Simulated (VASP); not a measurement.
# Ge (P6/mmm) in VASP: single point with PBE

Aim: the single point of Ge with PBE.

Program: VASP 6.6.1. These are calculated values, not measurements. Logs are shortened: lines on timing, memory, paths and dates and some standing lists are left out, and cuts for length are marked.

### Step 1. The cell of the first run

It takes space group P6/mmm (No. 191, hexagonal). The conventional cell has a = 4.466 Å, b = 4.466 Å, c = 3.807 Å, α = 90.00°, β = 90.00°, γ = 120.00°. Ge (site symmetry -6m2) has 9 Ge at 2.58 to 3.20 Å within 3.4 Å. Ge (site symmetry 6/mmm) has 14 Ge at 3.20 to 3.81 Å within 4.2 Å.

### Step 2. Single point, PBE

File INCAR:

```
PREC = Accurate
ENCUT = 500
EDIFF = 1E-6
ISMEAR = 0
SIGMA = 0.1
LREAL = F
LASPH = T
NELM = 120
ALGO = Normal
ISIF = 2
LWAVE = F
LCHARG = T
GGA = PE
LELF = T
LVHAR = T
NBANDS = 28
GGA_COMPAT = F
```

File KPOINTS:

```
Automatic mesh
0
Gamma
  6 6 6
```

File POSCAR:

```
Ge
1.0
    4.4657186262      0.0000000000      0.0000000000
   -2.2328593131      3.8674257764      0.0000000000
    0.0000000000      0.0000000000      3.8066791610
Ge
3
Direct
    0.3333333333      0.6666666667      0.5000000000
    0.0000000000      0.0000000000      0.0000000000
    0.6666666667      0.3333333333      0.5000000000
```

Potentials or basis: VASP PAW PBE potentials, release 64 (Ge_d).

Run with:

```sh
$ cat potpaw_PBE.64/Ge_d/POTCAR > POTCAR
$ mpirun -np 1 vasp_std > vasp.out
```

OUTCAR:

```text
PREC = Accurate
   ENCUT = 500
   EDIFF = 1E-6
   ISMEAR = 0
   LREAL = F
   LASPH = T
   NELM = 120
   ISIF = 2
   GGA = PE

 ion  position               nearest neighbor table
   1  0.333  0.667  0.500-   3 2.58   3 2.58   3 2.58
   2  0.000  0.000  0.000-
   3  0.667  0.333  0.500-   1 2.58   1 2.58   1 2.58

  LATTYP: Found a hexagonal cell.
 ALAT       =     4.4657186262
 C/A-ratio  =     0.8524225281

  Lattice vectors:

 A1 = (   4.4657186262,   0.0000000000,   0.0000000000)
 A2 = (  -2.2328593131,   3.8674257764,   0.0000000000)
 A3 = (   0.0000000000,   0.0000000000,   3.8066791610)

Analysis of symmetry for initial positions (statically):
=====================================================================
 Subroutine PRICEL returns:
 Original cell was already a primitive cell.

 Routine SETGRP: Setting up the symmetry group for a
 hexagonal supercell.

 Subroutine GETGRP returns: Found 24 space group operations
 (whereof 24 operations were pure point group operations)
 out of a pool of 24 trial point group operations.

The static configuration has the point symmetry D_6h.

Analysis of symmetry for dynamics (positions and initial velocities):
=====================================================================
 Subroutine PRICEL returns:
 Original cell was already a primitive cell.

 Routine SETGRP: Setting up the symmetry group for a
 hexagonal supercell.

 Subroutine GETGRP returns: Found 24 space group operations
 (whereof 24 operations were pure point group operations)
 out of a pool of 24 trial point group operations.

The dynamic configuration has the point symmetry D_6h.

 Subroutine INISYM returns: Found 24 space group operations
 (whereof 24 operations are pure point group operations),
 and found     1 'primitive' translations

----------------------------------------------------------------------------------------

                                     Primitive cell

  volume of cell :      65.7445

  direct lattice vectors                    reciprocal lattice vectors
     4.465718626  0.000000000  0.000000000     0.223928125  0.129284963  0.000000000
    -2.232859313  3.867425776  0.000000000     0.000000000  0.258569927  0.000000000
     0.000000000  0.000000000  3.806679161     0.000000000  0.000000000  0.262696161

  length of vectors
     4.465718626  4.465718626  3.806679161     0.258569927  0.258569927  0.262696161

  position of ions in fractional coordinates (direct lattice)
     0.333333333  0.666666667  0.500000000
     0.000000000  0.000000000  0.000000000
     0.666666667  0.333333333  0.500000000

  ion indices of the primitive-cell ions
   primitive index   ion index
                 1           1
                 2           2
                 3           3

----------------------------------------------------------------------------------------

 KPOINTS: Automatic mesh

Automatic generation of k-mesh.
 Grid dimensions read from file:
 generate k-points for:    6    6    6

 Generating k-lattice:

  Cartesian coordinates                     Fractional coordinates (reciprocal lattice)
     0.037321354  0.021547494  0.000000000     0.166666667 -0.000000000  0.000000000
     0.000000000  0.043094988  0.000000000     0.000000000  0.166666667  0.000000000
     0.000000000  0.000000000  0.043782693     0.000000000  0.000000000  0.166666667

  Length of vectors
     0.043094988  0.043094988  0.043782693

  Shift w.r.t. Gamma in fractional coordinates (k-lattice)
     0.000000000  0.000000000  0.000000000

 Subroutine IBZKPT returns following result:
 ===========================================

 Found     28 irreducible k-points:

 Following reciprocal coordinates:
            Coordinates               Weight
  0.000000  0.000000  0.000000      1.000000
  0.166667 -0.000000  0.000000      6.000000
  0.333333  0.000000  0.000000      6.000000
  0.500000 -0.000000  0.000000      3.000000
  0.166667  0.166667  0.000000      6.000000
  0.333333  0.166667  0.000000     12.000000
[... 16 lines left out ...]
  0.166667 -0.000000  0.500000      6.000000
  0.333333  0.000000  0.500000      6.000000
 [... further k-points ...]
   k-points           NKPTS =     28   k-points in BZ     NKDIM =     28   number of bands    NBANDS=     28
   number of dos      NEDOS =    301   number of ions     NIONS =      3
   total plane-waves  NPLWV =  36288
   dimension x,y,z NGX =    36 NGY =   36 NGZ =   28
   dimension x,y,z NGXF=    72 NGYF=   72 NGZF=   56
   ions per type =               3
   NGX,Y,Z   is equivalent  to a cutoff of  13.40, 13.40, 12.23 a.u.
   NGXF,Y,Z  is equivalent  to a cutoff of  26.80, 26.80, 24.46 a.u.
 SYSTEM =  unknown system
   PREC   = accura    normal or accurate (medium, high low for compatibility)
   ISTART =      0    job   : 0-new  1-cont  2-samecut
   ICHARG =      2    charge: 1-file 2-atom 10-const
   ISPIN  =      1    spin polarized calculation?
   LNONCOLLINEAR =      F non collinear calculations
   LSORBIT =      F    spin-orbit coupling
   LASPH  =      T    aspherical Exc in radial PAW
   ENCUT  =  500.0 eV  36.75 Ry    6.06 a.u.   8.14  8.14  6.94*2*pi/ulx,y,z
   NELM   =    120;   NELMIN=  2; NELMDL= -5     # of ELM steps
   EDIFF  = 0.1E-05   stopping-criterion for ELM
   LREAL  =      F    real-space projection
   EDIFFG = 0.1E-04   stopping-criterion for IOM
   NSW    =      0    number of steps for IOM
   IBRION =     -1    ionic relax: 0-MD 1-quasi-New 2-CG
   NFREE  =      0    steps in history (QN), initial steepest desc. (CG)
   ISIF   =      2    stress and relaxation
   ISYM   =      2    0-nonsym 1-usesym 2-fastsym
   POTIM  = 0.5000    time-step for ionic-motion
   TEBEG  =    0.0;   TEEND  =   0.0 temperature during run
   PSTRESS=    0.0 pullay stress
   NELECT =      42.0000    total number of electrons
   NUPDOWN=      -1.0000    fix difference up-down
   EMIN   =  10.00;   EMAX   =-10.00  energy-range for DOS
   EFERMI =   0.00;   METHOD = LEGACY
   ISMEAR =     0;   SIGMA  =   0.10  broadening in eV -4-tet -1-fermi 0-gaus
   EFERMI_NEDOS =   21; number of points for ismear=-14 and -15
   IALGO  =     38    algorithm
   IMIX   =      4    mixing-type and parameters
     AMIX     =   0.40;   BMIX     =  1.00
     AMIX_MAG =   1.60;   BMIX_MAG =  1.00
  volume/ion in A,a.u.               =      21.91       147.89
  Fermi-wavevector in a.u.,A,eV,Ry     =   1.409953  2.664425 27.047950  1.987968
  Thomas-Fermi vector in A             =   2.531957
   LORBIT       =      0    0 simple, 1 ext, 2 COOP (PROOUT), +10 PAW based schemes
   GGA     = PE    functional components
   LHFCALC =     F    Hartree Fock is set to
   AEXX    =    0.0000 exact exchange contribution
   IVDW    =     0    specifies the selected vdW correction
   LEPSILON=     F    determine dielectric tensor
   LRPA    =     F    only Hartree local field effects (RPA)
 non-spin polarized calculation
 Gauss-broadening in eV      SIGMA  =   0.10
  energy-cutoff  :      500.00
  volume of cell :       65.74
 maximum number of plane-waves:      1688
 NGX is ok and might be reduce to    36
   NGX = 17   NGY = 17   NGZ = 13

 number of electron      41.9999994 magnetization

 Free energy of the ion-electron system (eV)
  ---------------------------------------------------
  ext. energy  EPLUGINS =         0.00000000
  ---------------------------------------------------
  free energy    TOTEN  =       -12.12412003 eV

  energy without entropy =      -12.11679027  energy(sigma->0) =      -12.12045515

 E-fermi :   5.3637     XC(G=0): -10.4828

 val. band max:        5.3033555337   @ k =   0.5000  -0.0000   0.5000
 cond. band min:       5.3639925194   @ k =   0.3333   0.1667   0.5000
 fundamental gap:      0.0606369857
 Fermi energy:         5.3636786120

 k-point     1 :       0.0000    0.0000    0.0000
  band No.  band energies     occupation
      1     -19.6019      2.00000
      2     -19.6019      2.00000
      3     -19.5971      2.00000
      4     -19.5968      2.00000
      5     -19.5968      2.00000
      6     -19.4703      2.00000
[... 20 lines left out ...]
     27      12.5182      0.00000
     28      12.5182      0.00000

 k-point     2 :       0.1667   -0.0000    0.0000
  band No.  band energies     occupation
      1     -19.6023      2.00000
      2     -19.6018      2.00000
      3     -19.5978      2.00000
      4     -19.5969      2.00000
      5     -19.5960      2.00000
      6     -19.4734      2.00000
[... 20 lines left out ...]
     27      11.2958      0.00000
     28      12.1106      0.00000

 k-point     3 :       0.3333    0.0000    0.0000
  band No.  band energies     occupation
      1     -19.6034      2.00000
      2     -19.6014      2.00000
      3     -19.5999      2.00000
      4     -19.5962      2.00000
      5     -19.5942      2.00000
      6     -19.4885      2.00000
[... 20 lines left out ...]
     27      11.5647      0.00000
     28      12.1044      0.00000

 k-point     4 :       0.5000   -0.0000    0.0000
  band No.  band energies     occupation
      1     -19.6042      2.00000
      2     -19.6012      2.00000
      3     -19.6009      2.00000
      4     -19.5954      2.00000
      5     -19.5935      2.00000
      6     -19.4968      2.00000
[... 20 lines left out ...]
     27      11.3832      0.00000
     28      12.1610      0.00000

 k-point     5 :       0.1667    0.1667    0.0000
  band No.  band energies     occupation
      1     -19.6028      2.00000
      2     -19.6018      2.00000
      3     -19.5987      2.00000
      4     -19.5970      2.00000
      5     -19.5947      2.00000
      6     -19.4897      2.00000
[... 20 lines left out ...]
     27      11.2593      0.00000
     28      11.4975      0.00000

 k-point     6 :       0.3333    0.1667    0.0000
  band No.  band energies     occupation
      1     -19.6034      2.00000
      2     -19.6017      2.00000
      3     -19.5995      2.00000
      4     -19.5962      2.00000
      5     -19.5940      2.00000
      6     -19.5085      2.00000
[... 463 lines left out ...]
      5     -19.5871      2.00000
      6     -19.5189      2.00000
[... 20 lines left out ...]
     27      13.7795      0.00000
     28      15.0463      0.00000

 k-point    22 :       0.0000    0.0000    0.5000
  band No.  band energies     occupation
      1     -19.6076      2.00000
      2     -19.6076      2.00000
      3     -19.6010      2.00000
      4     -19.6010      2.00000
      5     -19.5854      2.00000
      6     -19.4664      2.00000
[... 20 lines left out ...]
     27       7.6211      0.00000
     28      10.7568      0.00000

 k-point    23 :       0.1667   -0.0000    0.5000
  band No.  band energies     occupation
      1     -19.6062      2.00000
      2     -19.6059      2.00000
      3     -19.6012      2.00000
      4     -19.6008      2.00000
      5     -19.5852      2.00000
      6     -19.4676      2.00000
[... 20 lines left out ...]
     27       9.4560      0.00000
     28      11.5767      0.00000

 k-point    24 :       0.3333    0.0000    0.5000
  band No.  band energies     occupation
      1     -19.6034      2.00000
      2     -19.6029      2.00000
      3     -19.6006      2.00000
      4     -19.5998      2.00000
      5     -19.5849      2.00000
      6     -19.4845      2.00000
[... 20 lines left out ...]
     27      12.2229      0.00000
     28      13.5752      0.00000

 [... further k-points ...]

------------------------ aborting loop because EDIFF is reached ----------------------------------------

  FORCE on cell =-STRESS in cart. coord.  units (eV):
  Direction    XX          YY          ZZ          XY          YZ          ZX
  --------------------------------------------------------------------------------------
  -------------------------------------------------------------------------------------
  Total        0.0372775      0.0372775     -1.7949911      0.0000000     -0.0000000      0.0000000
  in kB        0.9084422      0.9084422    -43.7434726      0.0000000     -0.0000000      0.0000000
  external PRESSURE =     -13.9755294 kB  Pullay stress =       0.0000000 kB

 VOLUME and BASIS-vectors are now :
 -----------------------------------------------------------------------------
  energy-cutoff  :      500.00
  volume of cell :       65.74
      direct lattice vectors                 reciprocal lattice vectors
     4.465718626  0.000000000  0.000000000     0.223928125  0.129284963  0.000000000
    -2.232859313  3.867425776  0.000000000     0.000000000  0.258569927  0.000000000
     0.000000000  0.000000000  3.806679161     0.000000000  0.000000000  0.262696161

 POSITION                                       TOTAL-FORCE (eV/Angst)
 -----------------------------------------------------------------------------------
     -0.00000      2.57828      1.90334        -0.000000      0.000000     -0.000000
      0.00000      0.00000      0.00000        -0.000000      0.000000      0.000000
      2.23286      1.28914      1.90334         0.000000     -0.000000      0.000000
 -----------------------------------------------------------------------------------
    total drift:                                0.000000      0.000000     -0.000000

  FREE ENERGIE OF THE ION-ELECTRON SYSTEM (eV)
  ---------------------------------------------------
  free  energy   TOTEN  =       -12.1241200306 eV

  energy  without entropy=      -12.1167902700  energy(sigma->0) =      -12.12045515
```

Run time: 28 s. Hardware: 1 thread of Intel Xeon Platinum 8488C (Sapphire Rapids), shared host; peak memory 0.18 GiB.

What came out:

```
Free energy            : -12.1241 eV
Pressure               : -1.4 GPa
Band gap on the k mesh : zero (band 21 reaches 6.15 eV, above the bottom of band 22 at 4.18 eV)
```
